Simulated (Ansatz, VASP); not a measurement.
CdS in VASP and in Ansatz

POSCAR

```
CdS
1.0
    0.0000000000      2.7532440000      2.7532440000
    2.7532440000      0.0000000000      2.7532440000
    2.7532440000      2.7532440000      0.0000000000
Cd S
1 1
Direct
    0.0000000000      0.0000000000      0.0000000000
    0.5000000000      0.5000000000      0.5000000000
```

The input INCAR.step1:

```
PREC     = Accurate       # precision mode
ENCUT    = 440            # plane-wave cutoff, eV
EDIFF    = 1E-5           # SCF threshold, eV
ISMEAR   = 0              # smearing method
SIGMA    = 0.01           # smearing width, eV
LREAL    = F              # projectors in reciprocal space
LASPH    = T              # aspherical terms in the spheres
NELM     = 120            # most SCF steps
ALGO     = Normal         # electronic algorithm
ISIF     = 2              # what is computed and relaxed
LWAVE    = T              # write WAVECAR
LCHARG   = F              # write CHGCAR
NBANDS   = 16             # bands
GGA      = PE             # functional
GGA_COMPAT= F
```

File INCAR.step2:

```
PREC     = Accurate       # precision mode
ENCUT    = 440            # plane-wave cutoff, eV
EDIFF    = 1E-6           # SCF threshold, eV
ISMEAR   = 0              # smearing method
SIGMA    = 0.01           # smearing width, eV
LREAL    = F              # projectors in reciprocal space
LASPH    = T              # aspherical terms in the spheres
NELM     = 120            # most SCF steps
ALGO     = Normal         # electronic algorithm
ISIF     = 2              # what is computed and relaxed
LWAVE    = F              # write WAVECAR
LCHARG   = F              # write CHGCAR
METAGGA  = R2SCAN         # meta-GGA
LHFCALC  = T              # exact exchange
AEXX     = 0.1            # exact-exchange fraction
LMIXTAU  = T            
PRECFOCK = Normal       
NBANDS   = 16             # bands
ISTART   = 1            
GGA_COMPAT= F
```

The input KPOINTS:

```
Automatic mesh
0
Gamma
  5 5 5
```

The input input.yaml:

```yaml
crystal:
  lattice: { a: 5.506488, b: 5.506488, c: 5.506488, alpha: 90.0, beta: 90.0, gamma: 90.0 }
  space_group: 225
  reduce_to_primitive: true
  atoms:
    - { symbol: Cd, wyckoff: "4a", position: [0.0, 0.0, 0.0] }
    - { symbol: S, wyckoff: "4b", position: [0.5, 0.0, 0.0] }
hamiltonian:
  xc: r2scanh
  pseudopotentials: { kind: nc, source: spms }
kpoints:
  mp_grid: { grid: [5, 5, 5] }
scf:
  occupations: { method: fixed }
  n_extra_bands: 6
output:
  forces: true
  stress: true
  eigenvalues: true
  dos: { projected: true, de: 0.05 }
```

Alike in both runs: functional r2SCANh; k mesh 5 × 5 × 5; no spin polarisation.

```csv
,VASP,Ansatz
version,VASP 6.6.1,Ansatz 0.2.0
potentials or method,"VASP PAW PBE potentials, release 64 (Cd, S)",SPMS NC
plane-wave cutoff (eV),440,653
occupations,"gaussian, width 0.01 eV",fixed
valence electrons in the cell,18,26
task,single point,projected density of states
```

|  | VASP | Ansatz | Ansatz less VASP |
| --- | --- | --- | --- |
| gap on the k mesh at the Fermi level (eV) | 1.82 | 1.65 | -0.175 |
| least direct gap on the mesh (eV) | 2.73 | 2.53 | -0.200 |
| pressure (GPa) | -2.4 | -2.8 | -0.36 |

VASP's potentials were made for PBE, not for r2SCANh. VASP's potentials hold 18 valence electrons a cell and Ansatz's 26, so a difference there can come from the potentials and not from the codes.

Noted on Ansatz's run: the meta-GGA runs on potentials made for a GGA; odd divisions of the mesh miss points on the zone boundary, where band edges often lie, so the gap on the mesh can be too wide.
